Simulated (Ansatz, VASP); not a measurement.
# Pb: VASP beside Ansatz

```xyz
5
Lattice="3.4833 0.0000 0.0000 -1.7417 3.0167 0.0000 0.0000 0.0000 14.2839" Properties=species:S:1:pos:R:3 pbc="T T T"
Pb    0.0000    0.0000   -0.0064
Pb    0.0000    2.0111    2.8443
Pb    0.0000    0.0000    5.7260
Pb    0.0000    2.0111    8.5768
Pb    1.7417    1.0056   11.4271
```

Alike in both runs: functional PBEsol; k mesh 15 × 15 × 4; occupations gaussian, width 0.1 eV; no spin polarisation.

Ansatz relaxed the structure, and its values are those at the end. VASP's run is a single point on that final structure, the one shown.

```csv
,VASP,Ansatz
version,VASP 6.6.1,Ansatz 0.2.0
potentials or method,"VASP PAW PBE potentials, release 64 (Pb_d), cutoff 520 eV","scalar-relativistic, plane waves, PAW"
valence electrons in the cell,70,70
```

VASP gave:

| Quantity | Value |
| --- | --- |
| gap on the k mesh at the Fermi level (eV) | none |
| pressure (GPa) | -0.1 |

Task: What did Ansatz give for the same quantities?

Result: gap on the k mesh at the Fermi level (eV): none; pressure (GPa): 0.0.

VASP's potentials were made for PBE, not for PBEsol. A gap of «none» marks a metal or a gap that the smearing closes. With one functional, cell and mesh, what is left measures potentials, basis and numerics.

Spin-orbit coupling is off throughout.
